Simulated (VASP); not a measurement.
# SbSeBr3 (Pm-3m) in VASP: single point with PBE

Aim: the single point of SbSeBr3 with PBE.

Program: VASP 6.6.1. These are calculated values, not measurements. Logs are shortened: lines on timing, memory, paths and dates and some standing lists are left out, and cuts for length are marked.

**1. The cell of the first run**

The structure is cubic, space group Pm-3m (No. 221). The conventional cell has a = 5.559 Å, b = 5.559 Å, c = 5.559 Å, α = 90.00°, β = 90.00°, γ = 90.00°. Sb (site symmetry m-3m) has 6 Br at 2.78 Å within 3.7 Å. Within 5.2 Å of Se (site symmetry m-3m) lie 12 Br at 3.93 Å and 8 Sb at 4.81 Å. Within 3.7 Å of Br (site symmetry 4/mmm) lie 2 Sb at 2.78 Å.

The cell was built from a structure type or drawn by symmetry, and may not be a known phase.

**2. Single point, PBE**

Input file INCAR:

```
SYSTEM = SbSeBr3
ALGO     = Normal         ! electronic algorithm
EDIFF    = 1E-6           ! SCF threshold, eV
ENCUT    = 520            ! plane-wave cutoff, eV
GGA      = PE             ! functional
ISIF     = 2              ! what is computed and relaxed
ISMEAR   = 0              ! smearing method
LASPH    = .TRUE.         ! aspherical terms in the spheres
LCHARG   = .TRUE.         ! write CHGCAR
LELF     = .TRUE.         ! ELF
LREAL    = .FALSE.        ! projectors in reciprocal space
LVHAR    = .TRUE.       
LWAVE    = .FALSE.        ! write WAVECAR
NBANDS   = 24             ! bands
NELM     = 100            ! most SCF steps
PREC     = Accurate       ! precision mode
SIGMA    = 0.1            ! smearing width, eV
```

Input file KPOINTS:

```
k-points
0
G
  4 4 4
  0 0 0
```

Input file POSCAR:

```
SbSeBr3
1.0
    5.5591348400      0.0000000000      0.0000000000
    0.0000000000      5.5591348400      0.0000000000
    0.0000000000      0.0000000000      5.5591348400
Sb Se Br
1 1 3
Direct
    0.5000000000      0.5000000000      0.5000000000
    0.0000000000      0.0000000000      0.0000000000
    0.0000000000      0.5000000000      0.5000000000
    0.5000000000      0.0000000000      0.5000000000
    0.5000000000      0.5000000000      0.0000000000
```

Potentials or basis: VASP PAW PBE potentials, release 64 (Sb, Se, Br).

On the command line:

```console
$ cat potpaw_PBE.64/Sb/POTCAR potpaw_PBE.64/Se/POTCAR potpaw_PBE.64/Br/POTCAR > POTCAR
$ mpirun -np 1 vasp_std > vasp.out
```

OUTCAR:

```text
SYSTEM = SbSeBr3
   EDIFF = 1E-6
   ENCUT = 520
   GGA = PE
   ISIF = 2
   ISMEAR = 0
   LASPH = .TRUE.
   LREAL = .FALSE.
   NELM = 100
   PREC = Accurate

 ion  position               nearest neighbor table
   1  0.500  0.500  0.500-   3 2.78   4 2.78   5 2.78   5 2.78   4 2.78   3 2.78
   2  0.000  0.000  0.000-
   3  0.000  0.500  0.500-   1 2.78   1 2.78
   4  0.500  0.000  0.500-   1 2.78   1 2.78
   5  0.500  0.500  0.000-   1 2.78   1 2.78

  LATTYP: Found a simple cubic cell.
 ALAT       =     5.5591348400

  Lattice vectors:

 A1 = (   5.5591348400,   0.0000000000,   0.0000000000)
 A2 = (   0.0000000000,   5.5591348400,   0.0000000000)
 A3 = (   0.0000000000,   0.0000000000,   5.5591348400)

Analysis of symmetry for initial positions (statically):
=====================================================================
 Subroutine PRICEL returns:
 Original cell was already a primitive cell.

 Routine SETGRP: Setting up the symmetry group for a
 simple cubic supercell.

 Subroutine GETGRP returns: Found 48 space group operations
 (whereof 48 operations were pure point group operations)
 out of a pool of 48 trial point group operations.

The static configuration has the point symmetry O_h .

Analysis of symmetry for dynamics (positions and initial velocities):
=====================================================================
 Subroutine PRICEL returns:
 Original cell was already a primitive cell.

 Routine SETGRP: Setting up the symmetry group for a
 simple cubic supercell.

 Subroutine GETGRP returns: Found 48 space group operations
 (whereof 48 operations were pure point group operations)
 out of a pool of 48 trial point group operations.

The dynamic configuration has the point symmetry O_h .

 Subroutine INISYM returns: Found 48 space group operations
 (whereof 48 operations are pure point group operations),
 and found     1 'primitive' translations

----------------------------------------------------------------------------------------

                                     Primitive cell

  volume of cell :     171.7994

  direct lattice vectors                    reciprocal lattice vectors
     5.559134840  0.000000000  0.000000000     0.179884106  0.000000000  0.000000000
     0.000000000  5.559134840  0.000000000     0.000000000  0.179884106  0.000000000
     0.000000000  0.000000000  5.559134840     0.000000000  0.000000000  0.179884106

  length of vectors
     5.559134840  5.559134840  5.559134840     0.179884106  0.179884106  0.179884106

  position of ions in fractional coordinates (direct lattice)
     0.500000000  0.500000000  0.500000000
     0.000000000  0.000000000  0.000000000
     0.000000000  0.500000000  0.500000000
     0.500000000  0.000000000  0.500000000
     0.500000000  0.500000000  0.000000000

  ion indices of the primitive-cell ions
   primitive index   ion index
                 1           1
                 2           2
                 3           3
                 4           4
                 5           5

----------------------------------------------------------------------------------------

 KPOINTS: k-points

Automatic generation of k-mesh.
 Grid dimensions read from file:
 generate k-points for:    4    4    4

 Generating k-lattice:

  Cartesian coordinates                     Fractional coordinates (reciprocal lattice)
     0.044971026  0.000000000  0.000000000     0.250000000  0.000000000  0.000000000
     0.000000000  0.044971026  0.000000000     0.000000000  0.250000000  0.000000000
     0.000000000  0.000000000  0.044971026     0.000000000  0.000000000  0.250000000

  Length of vectors
     0.044971026  0.044971026  0.044971026

  Shift w.r.t. Gamma in fractional coordinates (k-lattice)
     0.000000000  0.000000000  0.000000000

 Subroutine IBZKPT returns following result:
 ===========================================

 Found     10 irreducible k-points:

 Following reciprocal coordinates:
            Coordinates               Weight
  0.000000  0.000000  0.000000      1.000000
  0.250000  0.000000  0.000000      6.000000
  0.500000  0.000000  0.000000      3.000000
  0.250000  0.250000  0.000000     12.000000
  0.500000  0.250000  0.000000     12.000000
  0.500000  0.500000  0.000000      3.000000
  0.250000  0.250000  0.250000      8.000000
  0.500000  0.250000  0.250000     12.000000
  0.500000  0.500000  0.250000      6.000000
  0.500000  0.500000  0.500000      1.000000
   k-points           NKPTS =     10   k-points in BZ     NKDIM =     10   number of bands    NBANDS=     24
   number of dos      NEDOS =    301   number of ions     NIONS =      5
   total plane-waves  NPLWV =  74088
   dimension x,y,z NGX =    42 NGY =   42 NGZ =   42
   dimension x,y,z NGXF=    84 NGYF=   84 NGZF=   84
   ions per type =               1   1   3
   NGX,Y,Z   is equivalent  to a cutoff of  12.56, 12.56, 12.56 a.u.
   NGXF,Y,Z  is equivalent  to a cutoff of  25.12, 25.12, 25.12 a.u.
 SYSTEM =  SbSeBr3
   PREC   = accura    normal or accurate (medium, high low for compatibility)
   ISTART =      0    job   : 0-new  1-cont  2-samecut
   ICHARG =      2    charge: 1-file 2-atom 10-const
   ISPIN  =      1    spin polarized calculation?
   LNONCOLLINEAR =      F non collinear calculations
   LSORBIT =      F    spin-orbit coupling
   LASPH  =      T    aspherical Exc in radial PAW
   ENCUT  =  520.0 eV  38.22 Ry    6.18 a.u.  10.34 10.34 10.34*2*pi/ulx,y,z
   NELM   =    100;   NELMIN=  2; NELMDL= -5     # of ELM steps
   EDIFF  = 0.1E-05   stopping-criterion for ELM
   LREAL  =      F    real-space projection
   EDIFFG = 0.1E-04   stopping-criterion for IOM
   NSW    =      0    number of steps for IOM
   IBRION =     -1    ionic relax: 0-MD 1-quasi-New 2-CG
   NFREE  =      0    steps in history (QN), initial steepest desc. (CG)
   ISIF   =      2    stress and relaxation
   ISYM   =      2    0-nonsym 1-usesym 2-fastsym
   POTIM  = 0.5000    time-step for ionic-motion
   TEBEG  =    0.0;   TEEND  =   0.0 temperature during run
   PSTRESS=    0.0 pullay stress
   NELECT =      32.0000    total number of electrons
   NUPDOWN=      -1.0000    fix difference up-down
   EMIN   =  10.00;   EMAX   =-10.00  energy-range for DOS
   EFERMI =   0.00;   METHOD = LEGACY
   ISMEAR =     0;   SIGMA  =   0.10  broadening in eV -4-tet -1-fermi 0-gaus
   EFERMI_NEDOS =   21; number of points for ismear=-14 and -15
   IALGO  =     38    algorithm
   IMIX   =      4    mixing-type and parameters
     AMIX     =   0.40;   BMIX     =  1.00
     AMIX_MAG =   1.60;   BMIX_MAG =  1.00
  volume/ion in A,a.u.               =      34.36       231.87
  Fermi-wavevector in a.u.,A,eV,Ry     =   0.934941  1.766783 11.893056  0.874115
  Thomas-Fermi vector in A             =   2.061798
   LORBIT       =      0    0 simple, 1 ext, 2 COOP (PROOUT), +10 PAW based schemes
   GGA     = PE    functional components
   LHFCALC =     F    Hartree Fock is set to
   AEXX    =    0.0000 exact exchange contribution
   IVDW    =     0    specifies the selected vdW correction
   LEPSILON=     F    determine dielectric tensor
   LRPA    =     F    only Hartree local field effects (RPA)
 non-spin polarized calculation
 Gauss-broadening in eV      SIGMA  =   0.10
  energy-cutoff  :      520.00
  volume of cell :      171.80
 maximum number of plane-waves:      4680
 NGX is ok and might be reduce to    42
   NGX = 21   NGY = 21   NGZ = 21

 number of electron      31.9999995 magnetization

 Free energy of the ion-electron system (eV)
  ---------------------------------------------------
  ext. energy  EPLUGINS =         0.00000000
  ---------------------------------------------------
  free energy    TOTEN  =       -11.53700435 eV

  energy without entropy =      -11.46729948  energy(sigma->0) =      -11.50215191

 E-fermi :   1.1556     XC(G=0):  -8.0647

 val. band max:        1.1083855056   @ k =   0.5000   0.0000   0.0000
 cond. band min:       1.1710898929   @ k =   0.5000   0.5000   0.2500
 fundamental gap:      0.0627043874
 Fermi energy:         1.1556315336

 k-point     1 :       0.0000    0.0000    0.0000
  band No.  band energies     occupation
      1     -14.2218      2.00000
      2     -13.2579      2.00000
      3     -13.2579      2.00000
      4      -9.8682      2.00000
      5      -6.7719      2.00000
      6      -4.3742      2.00000
[... 16 lines left out ...]
     23       6.7509      0.00000
     24       6.7509      0.00000

 k-point     2 :       0.2500    0.0000    0.0000
  band No.  band energies     occupation
      1     -14.1145      2.00000
      2     -13.3659      2.00000
      3     -13.2566      2.00000
      4      -9.8756      2.00000
      5      -7.3785      2.00000
      6      -4.3140      2.00000
[... 16 lines left out ...]
     23       7.7184      0.00000
     24       7.7184      0.00000

 k-point     3 :       0.5000    0.0000    0.0000
  band No.  band energies     occupation
      1     -13.9544      2.00000
      2     -13.5279      2.00000
      3     -13.2552      2.00000
      4      -9.8813      2.00000
      5      -7.7675      2.00000
      6      -4.2493      2.00000
[... 16 lines left out ...]
     23       8.7007      0.00000
     24       8.9795      0.00000

 k-point     4 :       0.2500    0.2500    0.0000
  band No.  band energies     occupation
      1     -14.0094      2.00000
      2     -13.3936      2.00000
      3     -13.3203      2.00000
      4      -9.8806      2.00000
      5      -7.8897      2.00000
      6      -4.2555      2.00000
[... 16 lines left out ...]
     23       7.9928      0.00000
     24       8.0241      0.00000

 k-point     5 :       0.5000    0.2500    0.0000
  band No.  band energies     occupation
      1     -13.8467      2.00000
      2     -13.5239      2.00000
      3     -13.3399      2.00000
      4      -9.8843      2.00000
      5      -8.2537      2.00000
      6      -4.1926      2.00000
[... 16 lines left out ...]
     23       8.9392      0.00000
     24       8.9923      0.00000

 k-point     6 :       0.5000    0.5000    0.0000
  band No.  band energies     occupation
      1     -13.6437      2.00000
      2     -13.5198      2.00000
      3     -13.5198      2.00000
      4      -9.8873      2.00000
      5      -8.6148      2.00000
      6      -4.1319      2.00000
[... 16 lines left out ...]
     23       9.2756      0.00000
     24       9.5355      0.00000

 k-point     7 :       0.2500    0.2500    0.2500
  band No.  band energies     occupation
      1     -13.9106      2.00000
      2     -13.3916      2.00000
      3     -13.3916      2.00000
      4      -9.8819      2.00000
      5      -8.3558      2.00000
      6      -3.3656      2.00000
[... 16 lines left out ...]
     23       8.0290      0.00000
     24       8.6357      0.00000

 k-point     8 :       0.5000    0.2500    0.2500
  band No.  band energies     occupation
      1     -13.7541      2.00000
      2     -13.5206      2.00000
      3     -13.3897      2.00000
      4      -9.8823      2.00000
      5      -8.7104      2.00000
      6      -3.2838      2.00000
[... 16 lines left out ...]
     23       9.1019      0.00000
     24       9.1751      0.00000

 k-point     9 :       0.5000    0.5000    0.2500
  band No.  band energies     occupation
      1     -13.5818      2.00000
      2     -13.5174      2.00000
      3     -13.5174      2.00000
      4      -9.8803      2.00000
      5      -9.0706      2.00000
      6      -3.0520      2.00000
[... 16 lines left out ...]
     23       8.7769      0.00000
     24       8.9612      0.00000

 k-point    10 :       0.5000    0.5000    0.5000
  band No.  band energies     occupation
      1     -13.5149      2.00000
      2     -13.5149      2.00000
      3     -13.5149      2.00000
      4      -9.8732      2.00000
      5      -9.4450      2.00000
      6      -2.1604      2.00000
[... 16 lines left out ...]
     23       8.5476      0.00000
     24       8.5476      0.00000

------------------------ aborting loop because EDIFF is reached ----------------------------------------

  FORCE on cell =-STRESS in cart. coord.  units (eV):
  Direction    XX          YY          ZZ          XY          YZ          ZX
  --------------------------------------------------------------------------------------
  -------------------------------------------------------------------------------------
  Total        0.4427575      0.4427575      0.4427575      0.0000000      0.0000000      0.0000000
  in kB        4.1290955      4.1290955      4.1290955      0.0000000      0.0000000      0.0000000
  external PRESSURE =       4.1290955 kB  Pullay stress =       0.0000000 kB

 VOLUME and BASIS-vectors are now :
 -----------------------------------------------------------------------------
  energy-cutoff  :      520.00
  volume of cell :      171.80
      direct lattice vectors                 reciprocal lattice vectors
     5.559134840  0.000000000  0.000000000     0.179884106  0.000000000  0.000000000
     0.000000000  5.559134840  0.000000000     0.000000000  0.179884106  0.000000000
     0.000000000  0.000000000  5.559134840     0.000000000  0.000000000  0.179884106

 POSITION                                       TOTAL-FORCE (eV/Angst)
 -----------------------------------------------------------------------------------
      2.77957      2.77957      2.77957         0.000000      0.000000      0.000000
      0.00000      0.00000      0.00000         0.000000      0.000000      0.000000
      0.00000      2.77957      2.77957         0.000000      0.000000      0.000000
      2.77957      0.00000      2.77957         0.000000      0.000000      0.000000
      2.77957      2.77957      0.00000         0.000000      0.000000      0.000000
 -----------------------------------------------------------------------------------
    total drift:                                0.000000     -0.000000      0.000000

  FREE ENERGIE OF THE ION-ELECTRON SYSTEM (eV)
  ---------------------------------------------------
  free  energy   TOTEN  =       -11.5370043522 eV

  energy  without entropy=      -11.4672994762  energy(sigma->0) =      -11.50215191
```

It took 55 s on 1 thread of Intel Xeon Platinum 8259CL at 2.50GHz (Skylake/Cascade Lake), shared host; peak memory 0.27 GiB.

Results:

| Item | Value |
| --- | --- |
| Free energy | -11.5370 eV |
| Pressure | 0.4 GPa |
| Band gap on the k mesh | zero (bands 16 and 17 overlap by 0.27 eV) |

Caveat: spin-orbit coupling is left out, which moves the levels of the heavy elements.
